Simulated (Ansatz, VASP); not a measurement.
# Two plane-wave programs on Se

The input POSCAR:

```
Se
1.0
    0.0000000000      2.1107548037      2.1107548037
    2.1107548037      0.0000000000      2.1107548037
    2.1107548037      2.1107548037      0.0000000000
Se
1
Direct
    0.0000000000      0.0000000000      0.0000000000
```

The input INCAR.step1:

```
PREC = Accurate
ENCUT = 520
ISMEAR = -1
SIGMA = 0.1
LREAL = F
LASPH = T
NELM = 60
NBANDS = 9
GGA = PE
ALGO = Normal
EDIFF = 1E-4
LWAVE = T
LCHARG = F
```

The input INCAR.step2:

```
PREC = Accurate
ENCUT = 520
EDIFF = 1E-6
ISMEAR = -1
SIGMA = 0.1
LREAL = F
LASPH = T
NELM = 60
ALGO = Normal
ISIF = 2
LWAVE = F
LCHARG = F
METAGGA = R2SCAN
LMIXTAU = T
NBANDS = 9
ISTART = 1
```

File KPOINTS:

```
regular mesh
0
Gamma
  14 14 14
```

Input for Ansatz:

```yaml
crystal:
  lattice:
    - [0.0, 2.1107548037, 2.1107548037]
    - [2.1107548037, 0.0, 2.1107548037]
    - [2.1107548037, 2.1107548037, 0.0]
  atoms:
    - { symbol: Se, position: [0.0, 0.0, 0.0] }
hamiltonian:
  xc: r2scan
  pseudopotentials:
    kind: paw
    azcp:
      Se: "pseudopotentials/Se.paw.azcp"
basis:
  ecutwfc: 500
  fft_grid_basis: typed
kpoints:
  mp_grid: { grid: [14, 14, 14], shift: [0, 0, 0] }
magnetization:
  spin_polarized: false
scf:
  occupations: { method: fermi_dirac, width: 0.1 }
  lower_state_search: "off"
output:
  stress: true
  write_density: true
  write_potential: true
  elf: true
  volumetric_format: npy
```

Alike in both runs: task single point; functional r2SCAN; k mesh 14 × 14 × 14; occupations fermi-dirac, width 0.1 eV; no spin polarisation.

|  | VASP | Ansatz |
| --- | --- | --- |
| version | VASP 6.6.1 | Ansatz 0.2.0 |
| potentials or method | VASP PAW PBE potentials, release 64 (Se), cutoff 520 eV | plane waves (500 eV) with PAW, scalar-relativistic |
| valence electrons in the cell | 6 | 16 |

Ansatz gave:

| Item | Value |
| --- | --- |
| pressure (GPa) | 6.8 |

Q: Estimate VASP's values.

A: Pressure (GPa): 6.7.

VASP's potentials were made for PBE, not for r2SCAN. The functional is the same, so the differences come from potentials, cutoffs and numerics. VASP's potentials hold 6 valence electrons a cell and Ansatz's 16, so a difference there can come from the potentials and not from the codes.
